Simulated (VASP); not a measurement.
## Sn: single point with r2SCAN

Crystal: Sn.

```xyz
3
Lattice="5.8212 0.0000 0.0000 -2.9106 5.0413 0.0000 0.0000 0.0000 2.8846" Properties=species:S:1:pos:R:3 pbc="T T T"
Sn    0.0000    0.0000    0.0000
Sn    0.0000    3.3609    1.4423
Sn    2.9106    1.6804    1.4423
```

This isn't the form of Sn at room conditions, which is tetragonal (white tin).

```
Program             : VASP 6.6.1
Task                : single point
Functional          : r2SCAN
Potentials or basis : VASP PAW PBE potentials, release 64 (Sn_d)
Cutoff              : 520 eV
k mesh              : 3 × 3 × 4
Occupations         : gaussian, width 0.1 eV
Spin                : no spin polarisation
```

```yaml
Pressure: -0.1 GPa
Band_gap_on_the_k_mesh: zero (bands 21 and 22 overlap by 4.00 eV)
```

Stress tensor (GPa, compression positive):
```
-0.07  0.00  0.00
 0.00 -0.07  0.00
 0.00  0.00 -0.19
```

Levels at points of the mesh, in eV from the Fermi level:
```
           k point  band 19  band 20  band 21  band 22  band 23  band 24
(0.00, 0.00, 0.00)    -3.53    -3.53    -3.48    -3.48     5.24     5.24
(0.00, 0.00, 0.50)    -2.58    -2.56    -2.33    -0.07    -0.07     1.01
```

It took 2 min on 1 thread of Intel Xeon 8259CL, with other jobs on the host, peak memory 0.23 GiB.

Caveat: the k points lie up to 0.54 Å⁻¹ apart, too coarse for converged energies and pressures of a metal; the PAW data sets were made with another functional, which shifts forces and pressure a little; spin-orbit coupling is left out, which moves the levels of the heavy elements.
